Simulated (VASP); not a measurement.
# Zn3BiO (P4/mmm) in VASP: relaxation of cell and atoms with PBE

Aim: the relaxation of cell and atoms of Zn3BiO with PBE.

All numbers are computed with VASP 6.6.1; they aren't measurements. Logs are shortened: lines on timing, memory, paths and dates and some standing lists are left out, and cuts for length are marked.

## (1) The cell of the first run

The structure is tetragonal, space group P4/mmm (No. 123). Conventional cell: a = 4.307 Å, b = 4.307 Å, c = 4.490 Å, α = 90.00°, β = 90.00°, γ = 90.00°. Zn (site symmetry mmm) has 2 Bi at 2.15 Å within 2.8 Å. Zn (site symmetry 4/mmm) has 4 O at 3.05 Å and 8 Zn at 3.11 Å and 8 Bi at 3.78 Å within 4.0 Å. Bi (site symmetry 4/mmm) has 4 Zn at 2.15 Å and 2 O at 2.24 Å within 2.8 Å. Within 3.2 Å of O (site symmetry 4/mmm) lie 2 Bi at 2.24 Å and 12 Zn at 3.05 to 3.11 Å.

The cell was built from a structure type or drawn by symmetry, and may not be a known phase.

## (2) Relaxation of cell and atoms, PBE

The input, INCAR:

```
PREC = Accurate ; ENCUT = 910
EDIFF = 1E-7 ; ISMEAR = 0
SIGMA = 0.1 ; LREAL = False
LASPH = True ; NELM = 120
ALGO = Normal ; ISIF = 3
LWAVE = False ; LCHARG = False
GGA = PE ; IBRION = 2
NSW = 90 ; EDIFFG = -0.04
GGA_COMPAT = False ; NELMIN = 4
```

The input, KPOINTS:

```
regular mesh
0
Gamma
  4 4 4
```

The input, POSCAR:

```
Zn3BiO
1.0
    4.3065844300      0.0000000000      0.0000000000
    0.0000000000      4.3065844300      0.0000000000
    0.0000000000      0.0000000000      4.4895174900
Zn Bi O
3 1 1
Direct
    0.5000000000      0.0000000000      0.5000000000
    0.0000000000      0.5000000000      0.5000000000
    0.5000000000      0.5000000000      0.0000000000
    0.0000000000      0.0000000000      0.5000000000
    0.0000000000      0.0000000000      0.0000000000
```

Potentials or basis: VASP PAW PBE potentials, release 64 (Zn, Bi_d, O_h).

Run with:

```console
cat potpaw_PBE.64/Zn/POTCAR potpaw_PBE.64/Bi_d/POTCAR potpaw_PBE.64/O_h/POTCAR > POTCAR
mpirun -np 1 vasp_std > vasp.out
```

OUTCAR:

```text
PREC = Accurate
   ENCUT = 910
   EDIFF = 1E-7
   ISMEAR = 0
   LREAL = False
   LASPH = True
   NELM = 120
   ISIF = 3
   GGA = PE
   IBRION = 2
   NSW = 90
   EDIFFG = -0.04
   NELMIN = 4

 ion  position               nearest neighbor table
   1  0.500  0.000  0.500-   4 2.15   4 2.15   2 3.05   2 3.05   2 3.05   2 3.05
   2  0.000  0.500  0.500-   4 2.15   4 2.15   1 3.05   1 3.05   1 3.05   1 3.05
   3  0.500  0.500  0.000-
   4  0.000  0.000  0.500-   1 2.15   2 2.15   2 2.15   1 2.15   5 2.24   5 2.24
   5  0.000  0.000  0.000-   4 2.24   4 2.24

  LATTYP: Found a simple tetragonal cell.
 ALAT       =     4.3065844300
 C/A-ratio  =     1.0424775278

  Lattice vectors:

 A1 = (   4.3065844300,   0.0000000000,   0.0000000000)
 A2 = (   0.0000000000,   4.3065844300,   0.0000000000)
 A3 = (   0.0000000000,   0.0000000000,   4.4895174900)

Analysis of symmetry for initial positions (statically):
=====================================================================
 Subroutine PRICEL returns:
 Original cell was already a primitive cell.

 Routine SETGRP: Setting up the symmetry group for a
 simple tetragonal supercell.

 Subroutine GETGRP returns: Found 16 space group operations
 (whereof 16 operations were pure point group operations)
 out of a pool of 16 trial point group operations.

The static configuration has the point symmetry D_4h.

Analysis of symmetry for dynamics (positions and initial velocities):
=====================================================================
 Subroutine PRICEL returns:
 Original cell was already a primitive cell.

 Routine SETGRP: Setting up the symmetry group for a
 simple tetragonal supercell.

 Subroutine GETGRP returns: Found 16 space group operations
 (whereof 16 operations were pure point group operations)
 out of a pool of 16 trial point group operations.

The dynamic configuration has the point symmetry D_4h.

 Subroutine INISYM returns: Found 16 space group operations
 (whereof 16 operations are pure point group operations),
 and found     1 'primitive' translations

----------------------------------------------------------------------------------------

                                     Primitive cell

  volume of cell :      83.2656

  direct lattice vectors                    reciprocal lattice vectors
     4.306584430  0.000000000  0.000000000     0.232202576  0.000000000  0.000000000
     0.000000000  4.306584430  0.000000000     0.000000000  0.232202576  0.000000000
     0.000000000  0.000000000  4.489517490     0.000000000  0.000000000  0.222741086

  length of vectors
     4.306584430  4.306584430  4.489517490     0.232202576  0.232202576  0.222741086

  position of ions in fractional coordinates (direct lattice)
     0.500000000  0.000000000  0.500000000
     0.000000000  0.500000000  0.500000000
     0.500000000  0.500000000  0.000000000
     0.000000000  0.000000000  0.500000000
     0.000000000  0.000000000  0.000000000

  ion indices of the primitive-cell ions
   primitive index   ion index
                 1           1
                 2           2
                 3           3
                 4           4
                 5           5

----------------------------------------------------------------------------------------

 KPOINTS: regular mesh

Automatic generation of k-mesh.
 Grid dimensions read from file:
 generate k-points for:    4    4    4

 Generating k-lattice:

  Cartesian coordinates                     Fractional coordinates (reciprocal lattice)
     0.058050644  0.000000000  0.000000000     0.250000000  0.000000000  0.000000000
     0.000000000  0.058050644  0.000000000     0.000000000  0.250000000  0.000000000
     0.000000000  0.000000000  0.055685271     0.000000000  0.000000000  0.250000000

  Length of vectors
     0.058050644  0.058050644  0.055685271

  Shift w.r.t. Gamma in fractional coordinates (k-lattice)
     0.000000000  0.000000000  0.000000000

 Subroutine IBZKPT returns following result:
 ===========================================

 Found     18 irreducible k-points:

 Following reciprocal coordinates:
            Coordinates               Weight
  0.000000  0.000000  0.000000      1.000000
  0.250000  0.000000  0.000000      4.000000
  0.500000  0.000000  0.000000      2.000000
  0.250000  0.250000  0.000000      4.000000
  0.500000  0.250000  0.000000      4.000000
  0.500000  0.500000  0.000000      1.000000
[... 10 lines left out ...]
  0.500000  0.250000  0.500000      4.000000
  0.500000  0.500000  0.500000      1.000000
   k-points           NKPTS =     18   k-points in BZ     NKDIM =     18   number of bands    NBANDS=     34
   number of dos      NEDOS =    301   number of ions     NIONS =      5
   total plane-waves  NPLWV =  84672
   dimension x,y,z NGX =    42 NGY =   42 NGZ =   48
   dimension x,y,z NGXF=    84 NGYF=   84 NGZF=   96
   ions per type =               3   1   1
   NGX,Y,Z   is equivalent  to a cutoff of  16.21, 16.21, 17.77 a.u.
   NGXF,Y,Z  is equivalent  to a cutoff of  32.43, 32.43, 35.55 a.u.
 SYSTEM =  unknown system
   PREC   = accura    normal or accurate (medium, high low for compatibility)
   ISTART =      0    job   : 0-new  1-cont  2-samecut
   ICHARG =      2    charge: 1-file 2-atom 10-const
   ISPIN  =      1    spin polarized calculation?
   LNONCOLLINEAR =      F non collinear calculations
   LSORBIT =      F    spin-orbit coupling
   LASPH  =      T    aspherical Exc in radial PAW
   ENCUT  =  910.0 eV  66.88 Ry    8.18 a.u.  10.59 10.59 11.04*2*pi/ulx,y,z
   NELM   =    120;   NELMIN=  4; NELMDL= -5     # of ELM steps
   EDIFF  = 0.1E-06   stopping-criterion for ELM
   LREAL  =      F    real-space projection
   EDIFFG = -.4E-01   stopping-criterion for IOM
   NSW    =     90    number of steps for IOM
   IBRION =      2    ionic relax: 0-MD 1-quasi-New 2-CG
   NFREE  =      1    steps in history (QN), initial steepest desc. (CG)
   ISIF   =      3    stress and relaxation
   ISYM   =      2    0-nonsym 1-usesym 2-fastsym
   POTIM  = 0.5000    time-step for ionic-motion
   TEBEG  =    0.0;   TEEND  =   0.0 temperature during run
   PSTRESS=    0.0 pullay stress
   NELECT =      57.0000    total number of electrons
   NUPDOWN=      -1.0000    fix difference up-down
   EMIN   =  10.00;   EMAX   =-10.00  energy-range for DOS
   EFERMI =   0.00;   METHOD = LEGACY
   ISMEAR =     0;   SIGMA  =   0.10  broadening in eV -4-tet -1-fermi 0-gaus
   EFERMI_NEDOS =   21; number of points for ismear=-14 and -15
   IALGO  =     38    algorithm
   IMIX   =      4    mixing-type and parameters
     AMIX     =   0.40;   BMIX     =  1.00
     AMIX_MAG =   1.60;   BMIX_MAG =  1.00
  volume/ion in A,a.u.               =      16.65       112.38
  Fermi-wavevector in a.u.,A,eV,Ry     =   1.442817  2.726529 28.323532  2.081721
  Thomas-Fermi vector in A             =   2.561295
   LORBIT       =      0    0 simple, 1 ext, 2 COOP (PROOUT), +10 PAW based schemes
   GGA     = PE    functional components
   LHFCALC =     F    Hartree Fock is set to
   AEXX    =    0.0000 exact exchange contribution
   IVDW    =     0    specifies the selected vdW correction
   LEPSILON=     F    determine dielectric tensor
   LRPA    =     F    only Hartree local field effects (RPA)
 conjugate gradient relaxation of ions
 non-spin polarized calculation
 Gauss-broadening in eV      SIGMA  =   0.10
  energy-cutoff  :      910.00
  volume of cell :       83.27
 maximum number of plane-waves:      5224
   NGX = 21   NGY = 21   NGZ = 23

--------------------------------------- Ionic step        1  -------------------------------------------

 number of electron      57.0000006 magnetization

 Free energy of the ion-electron system (eV)
  ---------------------------------------------------
  ext. energy  EPLUGINS =         0.00000000
  ---------------------------------------------------
  free energy    TOTEN  =        -4.39631828 eV

  energy without entropy =       -4.39016676  energy(sigma->0) =       -4.39324252

 E-fermi :   5.2047     XC(G=0): -10.8952

 val. band max:        5.1769350756   @ k =   0.0000   0.0000   0.5000
 cond. band min:       5.3211241760   @ k =   0.2500   0.2500   0.2500
 fundamental gap:      0.1441891003
 Fermi energy:         5.2047219059

 k-point     1 :       0.0000    0.0000    0.0000
  band No.  band energies     occupation
      1     -19.7946      2.00000
      2     -19.2120      2.00000
      3     -19.1986      2.00000
      4     -18.9265      2.00000
      5     -18.9265      2.00000
      6     -12.9666      2.00000
[... 26 lines left out ...]
     33       9.0525      0.00000
     34      10.2994      0.00000
[... 844 lines left out ...]
 POSITION                                       TOTAL-FORCE (eV/Angst)
 -----------------------------------------------------------------------------------
      2.64287      5.28574      2.18696        -0.000000     -0.000000      0.000000
     -0.00000      2.64287      2.18696        -0.000000     -0.000000      0.000000
      2.64287      2.64287     -0.00000        -0.000000     -0.000000      0.000000
      5.28574      5.28574      2.18696         0.000000      0.000000      0.000000
      5.28574      5.28574      4.37392         0.000000      0.000000      0.000000
 -----------------------------------------------------------------------------------
    total drift:                                0.000000      0.000000     -0.000000

  FREE ENERGIE OF THE ION-ELECTRON SYSTEM (eV)
  ---------------------------------------------------
  free  energy   TOTEN  =       -10.4348100454 eV

  energy  without entropy=      -10.4284052411  energy(sigma->0) =      -10.43160764

--------------------------------------- Ionic step        7  -------------------------------------------

 number of electron      57.0000045 magnetization

 Free energy of the ion-electron system (eV)
  ---------------------------------------------------
  ext. energy  EPLUGINS =         0.00000000
  ---------------------------------------------------
  free energy    TOTEN  =       -10.43544680 eV

  energy without entropy =      -10.42945888  energy(sigma->0) =      -10.43245284

 E-fermi :   2.0597     XC(G=0):  -9.0515

 val. band max:        2.0187101359   @ k =   0.5000   0.0000   0.0000
 cond. band min:       2.0704823931   @ k =   0.2500   0.0000   0.5000
 fundamental gap:      0.0517722572
 Fermi energy:         2.0596931772

 k-point     1 :       0.0000    0.0000    0.0000
  band No.  band energies     occupation
      1     -20.9841      2.00000
      2     -20.9099      2.00000
      3     -20.8132      2.00000
      4     -20.7033      2.00000
      5     -20.7033      2.00000
      6     -15.0353      2.00000
[... 26 lines left out ...]
     33       4.4881      0.00000
     34       7.6155      0.00000
[... 640 lines left out ...]
 VOLUME and BASIS-vectors are now :
 -----------------------------------------------------------------------------
  energy-cutoff  :      910.00
  volume of cell :      121.87
      direct lattice vectors                 reciprocal lattice vectors
     5.287223244  0.000000000  0.000000000     0.189135195  0.000000000  0.000000000
     0.000000000  5.287223244 -0.000000000    -0.000000000  0.189135195  0.000000000
    -0.000000000 -0.000000000  4.359491352    -0.000000000  0.000000000  0.229384559

 POSITION                                       TOTAL-FORCE (eV/Angst)
 -----------------------------------------------------------------------------------
      2.64361     -0.00000      2.17975        -0.000000     -0.000000      0.000000
     -0.00000      2.64361      2.17975         0.000000      0.000000      0.000000
      2.64361      2.64361     -0.00000         0.000000      0.000000      0.000000
     -0.00000     -0.00000      2.17975        -0.000000     -0.000000      0.000000
      0.00000      0.00000      0.00000        -0.000000     -0.000000      0.000000
 -----------------------------------------------------------------------------------
    total drift:                                0.000000     -0.000000     -0.000000

  FREE ENERGIE OF THE ION-ELECTRON SYSTEM (eV)
  ---------------------------------------------------
  free  energy   TOTEN  =       -10.4354468000 eV

  energy  without entropy=      -10.4294588755  energy(sigma->0) =      -10.43245284

 reached required accuracy - stopping structural energy minimisation
```

It took 7.1 min on 1 thread of Intel Xeon Platinum 8559C (Emerald Rapids), shared host; peak memory 0.35 GiB.

What came out:

```
Free energy                           : -10.4354 eV
Relaxed volume                        : 24.37 Å³/atom
Relaxed cell                          : a = 5.287 Å, b = 5.287 Å, c = 4.359 Å, α = 90.00°, β = 90.00°, γ = 90.00°
Space group after relaxing (to 0.1 Å) : P4/mmm (No. 123)
Energy gained by relaxing             : 1207.8 meV/atom
Ionic steps                           : 7
Pressure after relaxing               : 0.1 GPa
Band gap on the k mesh                : zero (an odd number of electrons rules out a gap without spin polarisation)
```

Step by step:
```csv
step,energy change (eV),largest force (eV/Å),pressure (GPa),volume (Å³)
1,0.0000,0.0000,47.26,83.27
2,-5.1548,0.0000,-7.58,153.74
3,-5.9294,0.0000,-0.58,123.27
4,-5.9433,0.0000,-1.94,127.17
5,-5.9441,0.0000,-1.61,126.19
6,-6.0385,0.0000,-0.04,122.20
7,-6.0391,0.0000,0.13,121.87
```

Final structure:
```
Zn Bi O
1.0
     5.28722    0.00000    0.00000
     0.00000    5.28722    0.00000
     0.00000    0.00000    4.35949
Zn Bi O
3 1 1
Direct
  0.50000 0.00000 0.50000
  0.00000 0.50000 0.50000
  0.50000 0.50000 0.00000
  0.00000 0.00000 0.50000
  0.00000 0.00000 0.00000
```

Caveat: the k points lie up to 0.36 Å⁻¹ apart in the final cell, too coarse for converged energies and pressures of a metal; the cutoff is under 1.25 times the usual one of these potentials, so pressure, stress and relaxed cells hold a basis-set (Pulay) error; the volume moved by over 15 % at a fixed basis, so the end points are rough; spin-orbit coupling is left out, which moves the levels of the heavy elements; an odd number of electrons without spin polarisation forces a metal; a magnetic or distorted state may lie lower.
